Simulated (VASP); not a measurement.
# ZnCd2Te3 (P4/mmm) in VASP: notebook, part 2 of 3

VASP 6.6.1.

### Step 4. Relaxation of cell and atoms, PBE

The input, INCAR:

```
PREC = Accurate
ENCUT = 600
EDIFF = 1E-7
ISMEAR = 0
SIGMA = 0.1
LREAL = False
LASPH = True
NELM = 60
ALGO = Normal
ISIF = 3
LWAVE = False
LCHARG = False
GGA = PE
IBRION = 2
NSW = 90
EDIFFG = -0.04
```

The input, KPOINTS:

```
Automatic mesh
0
Gamma
  4 4 2
```

The input, POSCAR:

```
ZnCd2Te3
1.0
    4.5280648100      0.0000000000      0.0000000000
    0.0000000000      4.5280648100      0.0000000000
    0.0000000000      0.0000000000      8.4117955700
Zn Cd Te
1 2 3
Direct
    0.5000000000      0.5000000000      0.0000000000
    0.5000000000      0.0000000000      0.0000000000
    0.0000000000      0.5000000000      0.0000000000
    0.5000000000      0.5000000000      0.2140307300
    0.5000000000      0.5000000000      0.7859692700
    0.5000000000      0.5000000000      0.5000000000
```

Potentials or basis: VASP PAW PBE potentials, release 64 (Zn, Cd, Te).

Started as:

```
cat potpaw_PBE.64/Zn/POTCAR potpaw_PBE.64/Cd/POTCAR potpaw_PBE.64/Te/POTCAR > POTCAR
mpirun -np 1 vasp_std > vasp.out
```

OUTCAR:

```text
PREC = Accurate
   ENCUT = 600
   EDIFF = 1E-7
   ISMEAR = 0
   LREAL = False
   LASPH = True
   NELM = 60
   ISIF = 3
   GGA = PE
   IBRION = 2
   NSW = 90
   EDIFFG = -0.04

 ion  position               nearest neighbor table
   1  0.500  0.500  0.000-   4 1.80   5 1.80   2 2.26   3 2.26   2 2.26   3 2.26
   2  0.500  0.000  0.000-   1 2.26   1 2.26   5 2.89   4 2.89   4 2.89   5 2.89   3 3.20   3 3.20
                             3 3.20   3 3.20
   3  0.000  0.500  0.000-   1 2.26   1 2.26   5 2.89   4 2.89   4 2.89   5 2.89   2 3.20   2 3.20
                             2 3.20   2 3.20
   4  0.500  0.500  0.214-   1 1.80   6 2.41   3 2.89   2 2.89   2 2.89   3 2.89   5 3.60
   5  0.500  0.500  0.786-   1 1.80   6 2.41   3 2.89   2 2.89   2 2.89   3 2.89   4 3.60
   6  0.500  0.500  0.500-   4 2.41   5 2.41

  LATTYP: Found a simple tetragonal cell.
 ALAT       =     4.5280648100
 C/A-ratio  =     1.8577021140

  Lattice vectors:

 A1 = (   4.5280648100,   0.0000000000,   0.0000000000)
 A2 = (   0.0000000000,   4.5280648100,   0.0000000000)
 A3 = (   0.0000000000,   0.0000000000,   8.4117955700)

Analysis of symmetry for initial positions (statically):
=====================================================================
 Subroutine PRICEL returns:
 Original cell was already a primitive cell.

 Routine SETGRP: Setting up the symmetry group for a
 simple tetragonal supercell.

 Subroutine GETGRP returns: Found 16 space group operations
 (whereof 16 operations were pure point group operations)
 out of a pool of 16 trial point group operations.

The static configuration has the point symmetry D_4h.

Analysis of symmetry for dynamics (positions and initial velocities):
=====================================================================
 Subroutine PRICEL returns:
 Original cell was already a primitive cell.

 Routine SETGRP: Setting up the symmetry group for a
 simple tetragonal supercell.

 Subroutine GETGRP returns: Found 16 space group operations
 (whereof 16 operations were pure point group operations)
 out of a pool of 16 trial point group operations.

The dynamic configuration has the point symmetry D_4h.

 Subroutine INISYM returns: Found 16 space group operations
 (whereof 16 operations are pure point group operations),
 and found     1 'primitive' translations

----------------------------------------------------------------------------------------

                                     Primitive cell

  volume of cell :     172.4702

  direct lattice vectors                    reciprocal lattice vectors
     4.528064810  0.000000000  0.000000000     0.220844896  0.000000000  0.000000000
     0.000000000  4.528064810  0.000000000     0.000000000  0.220844896  0.000000000
     0.000000000  0.000000000  8.411795570     0.000000000  0.000000000  0.118880683

  length of vectors
     4.528064810  4.528064810  8.411795570     0.220844896  0.220844896  0.118880683

  position of ions in fractional coordinates (direct lattice)
     0.500000000  0.500000000  0.000000000
     0.500000000  0.000000000  0.000000000
     0.000000000  0.500000000  0.000000000
     0.500000000  0.500000000  0.214030730
     0.500000000  0.500000000  0.785969270
     0.500000000  0.500000000  0.500000000

  ion indices of the primitive-cell ions
   primitive index   ion index
                 1           1
                 2           2
                 3           3
                 4           4
[... 50 lines left out ...]
   NGXF,Y,Z  is equivalent  to a cutoff of  26.43, 26.43, 27.67 a.u.
 SYSTEM =  unknown system
   PREC   = accura    normal or accurate (medium, high low for compatibility)
   ISTART =      0    job   : 0-new  1-cont  2-samecut
   ICHARG =      2    charge: 1-file 2-atom 10-const
   ISPIN  =      1    spin polarized calculation?
   LNONCOLLINEAR =      F non collinear calculations
   LSORBIT =      F    spin-orbit coupling
   LASPH  =      T    aspherical Exc in radial PAW
   ENCUT  =  600.0 eV  44.10 Ry    6.64 a.u.   9.04  9.04 16.80*2*pi/ulx,y,z
   NELM   =     60;   NELMIN=  2; NELMDL= -5     # of ELM steps
   EDIFF  = 0.1E-06   stopping-criterion for ELM
   LREAL  =      F    real-space projection
   EDIFFG = -.4E-01   stopping-criterion for IOM
   NSW    =     90    number of steps for IOM
   IBRION =      2    ionic relax: 0-MD 1-quasi-New 2-CG
   NFREE  =      1    steps in history (QN), initial steepest desc. (CG)
   ISIF   =      3    stress and relaxation
   ISYM   =      2    0-nonsym 1-usesym 2-fastsym
   POTIM  = 0.5000    time-step for ionic-motion
   TEBEG  =    0.0;   TEEND  =   0.0 temperature during run
   PSTRESS=    0.0 pullay stress
   NELECT =      54.0000    total number of electrons
   NUPDOWN=      -1.0000    fix difference up-down
   EMIN   =  10.00;   EMAX   =-10.00  energy-range for DOS
   EFERMI =   0.00;   METHOD = LEGACY
   ISMEAR =     0;   SIGMA  =   0.10  broadening in eV -4-tet -1-fermi 0-gaus
   EFERMI_NEDOS =   21; number of points for ismear=-14 and -15
   IALGO  =     38    algorithm
   IMIX   =      4    mixing-type and parameters
     AMIX     =   0.40;   BMIX     =  1.00
     AMIX_MAG =   1.60;   BMIX_MAG =  1.00
  volume/ion in A,a.u.               =      28.75       193.98
  Fermi-wavevector in a.u.,A,eV,Ry     =   1.111650  2.100714 16.813615  1.235766
  Thomas-Fermi vector in A             =   2.248216
   LORBIT       =      0    0 simple, 1 ext, 2 COOP (PROOUT), +10 PAW based schemes
   GGA     = PE    functional components
   LHFCALC =     F    Hartree Fock is set to
   AEXX    =    0.0000 exact exchange contribution
   IVDW    =     0    specifies the selected vdW correction
   LEPSILON=     F    determine dielectric tensor
   LRPA    =     F    only Hartree local field effects (RPA)
 conjugate gradient relaxation of ions
 non-spin polarized calculation
 Gauss-broadening in eV      SIGMA  =   0.10
  energy-cutoff  :      600.00
  volume of cell :      172.47
 maximum number of plane-waves:      5794
   NGX = 19   NGY = 19   NGZ = 33

--------------------------------------- Ionic step        1  -------------------------------------------

 number of electron      54.0000004 magnetization

 Free energy of the ion-electron system (eV)
  ---------------------------------------------------
  ext. energy  EPLUGINS =         0.00000000
  ---------------------------------------------------
  free energy    TOTEN  =        10.11723043 eV

  energy without entropy =       10.13517629  energy(sigma->0) =       10.12620336

------------------------ aborting loop because EDIFF is reached ----------------------------------------

  FORCE on cell =-STRESS in cart. coord.  units (eV):
  Direction    XX          YY          ZZ          XY          YZ          ZX
  --------------------------------------------------------------------------------------
  -------------------------------------------------------------------------------------
  Total       25.6447342     25.6447342    147.3549417      0.0000000     -0.0000000      0.0000000
  in kB      238.2290984    238.2290984   1368.8671743      0.0000000     -0.0000000      0.0000000
  external PRESSURE =     615.1084571 kB  Pullay stress =       0.0000000 kB
[... 101 lines left out ...]
  FREE ENERGIE OF THE ION-ELECTRON SYSTEM (eV)
  ---------------------------------------------------
  free  energy   TOTEN  =        -6.8290165490 eV

  energy  without entropy=       -6.7816035902  energy(sigma->0) =       -6.80531007

 E-fermi :  -0.4296     XC(G=0):  -6.5315

 val. band max:       -0.4371102239   @ k =   0.5000   0.2500   0.5000
 cond. band min:      -0.4101117712   @ k =   0.5000   0.0000   0.0000
 fundamental gap:      0.0269984527
 Fermi energy:        -0.4295532001

 k-point     1 :       0.0000    0.0000    0.0000
  band No.  band energies     occupation
      1     -11.2454      2.00000
      2     -10.5650      2.00000
      3      -9.9859      2.00000
      4      -9.6140      2.00000
      5      -9.5254      2.00000
      6      -9.4180      2.00000
[... 409 lines left out ...]
     31       3.7383      0.00000
     32       3.7383      0.00000

[... ionic steps 4 to 19 ...]

--------------------------------------- Ionic step       20  -------------------------------------------

 number of electron      54.0000027 magnetization

------------------------ aborting loop because EDIFF is reached ----------------------------------------
[... 75 lines left out ...]
--------------------------------------- Ionic step       22  -------------------------------------------

 number of electron      54.0000013 magnetization

 Free energy of the ion-electron system (eV)
  ---------------------------------------------------
  ext. energy  EPLUGINS =         0.00000000
  ---------------------------------------------------
  free energy    TOTEN  =        -9.83661410 eV

  energy without entropy =       -9.80216458  energy(sigma->0) =       -9.81938934

 E-fermi :   0.1295     XC(G=0):  -6.7181

 val. band max:        0.0907025774   @ k =   0.5000   0.2500   0.5000
 cond. band min:       0.1416622443   @ k =   0.2500   0.0000   0.0000
 fundamental gap:      0.0509596669
 Fermi energy:         0.1294771119

 k-point     1 :       0.0000    0.0000    0.0000
  band No.  band energies     occupation
      1     -11.6102      2.00000
      2     -10.5787      2.00000
      3      -9.5981      2.00000
      4      -9.0214      2.00000
      5      -8.9562      2.00000
      6      -8.8502      2.00000
[... 442 lines left out ...]
  FREE ENERGIE OF THE ION-ELECTRON SYSTEM (eV)
  ---------------------------------------------------
  free  energy   TOTEN  =        -9.8366141018 eV

  energy  without entropy=       -9.8021645812  energy(sigma->0) =       -9.81938934

 reached required accuracy - stopping structural energy minimisation
```

It took 15 min on 1 thread of Intel Xeon 6975P-C (Granite Rapids), shared host; peak memory 0.36 GiB.

What came out:

```yaml
Free_energy: -9.8366 eV
Relaxed_volume: 49.15 Å³/atom
Relaxed_cell: a = 5.209 Å, b = 5.209 Å, c = 10.870 Å, α = 90.00°, β = 90.00°, γ = 90.00°
Space_group_after_relaxing_to_0.1_Å: P4/mmm (No. 123)
Energy_gained_by_relaxing: 3325.6 meV/atom
Ionic_steps: 22
Pressure_after_relaxing: 0.0 GPa
Largest_force_after_relaxing: 0.038 eV/Å
Band_gap_on_the_k_mesh: zero (bands 27 and 28 overlap by 0.86 eV)
```

Forces on the atoms (eV/Å):
```
Zn   0.000  0.000  0.000
Cd   0.000  0.000  0.000
Cd   0.000  0.000  0.000
Te   0.000  0.000  0.038
Te   0.000  0.000 -0.038
Te   0.000  0.000  0.000
```

The path:
| step | energy change (eV) | largest force (eV/Å) | pressure (GPa) | volume (Å³) |
| --- | --- | --- | --- | --- |
| 1 | 0.0000 | 23.0542 | 61.51 | 172.47 |
| 2 | -6.2981 | 0.7165 | -12.22 | 548.23 |
| 3 | -16.9462 | 5.1726 | 3.89 | 317.67 |
| 4 | -17.0960 | 4.3810 | 2.88 | 335.08 |
| 5 | -16.8598 | 2.6974 | -0.07 | 387.82 |
| 6 | -17.0565 | 3.3286 | 1.11 | 367.32 |
| 7 | -17.0270 | 3.1799 | 0.84 | 371.93 |
| 8 | -17.0363 | 0.2121 | -2.56 | 390.76 |
| 9 | -17.3060 | 1.1473 | -1.00 | 381.11 |
| 10 | -17.6778 | 0.9761 | -0.65 | 370.42 |
| 11 | -18.4331 | 0.8526 | -0.19 | 338.31 |
| 12 | -19.7831 | 0.7846 | 1.98 | 273.92 |
| 13 | -19.5363 | 1.6707 | 0.29 | 292.39 |
| 14 | -19.7972 | 1.2180 | 1.44 | 277.86 |
| 15 | -19.2584 | 0.5048 | -2.05 | 316.28 |
| 16 | -19.9159 | 0.2388 | -0.08 | 287.95 |
| 17 | -19.9181 | 0.3140 | 0.06 | 286.78 |
| 18 | -19.9182 | 0.3342 | 0.10 | 286.48 |
| 19 | -19.9502 | 0.0813 | 0.17 | 290.93 |
| 20 | -19.9519 | 0.0149 | 0.22 | 292.31 |
| 21 | -19.9487 | 0.1159 | -0.27 | 299.30 |
| 22 | -19.9538 | 0.0381 | 0.03 | 294.91 |

Final structure:
```yaml
crystal:
  lattice:
    - [5.20863, 0.00000, 0.00000]
    - [0.00000, 5.20863, 0.00000]
    - [0.00000, 0.00000, 10.87014]
  atoms:
    - { symbol: Zn, position: [0.50000, 0.50000, 0.00000] }
    - { symbol: Cd, position: [0.50000, 0.00000, 0.00000] }
    - { symbol: Cd, position: [0.00000, 0.50000, 0.00000] }
    - { symbol: Te, position: [0.50000, 0.50000, 0.24470] }
    - { symbol: Te, position: [0.50000, 0.50000, 0.75530] }
    - { symbol: Te, position: [0.50000, 0.50000, 0.50000] }
```

Caveat: the k points lie up to 0.30 Å⁻¹ apart in the final cell, too coarse for converged energies and pressures of a metal; the volume moved by over 15 % at a fixed basis, so the end points are rough; spin-orbit coupling is left out, which moves the levels of the heavy elements.

(Part 2 of 3 ends here.)

The gap in the log of VASP goes by the Fermi energy; the results here count the filled bands.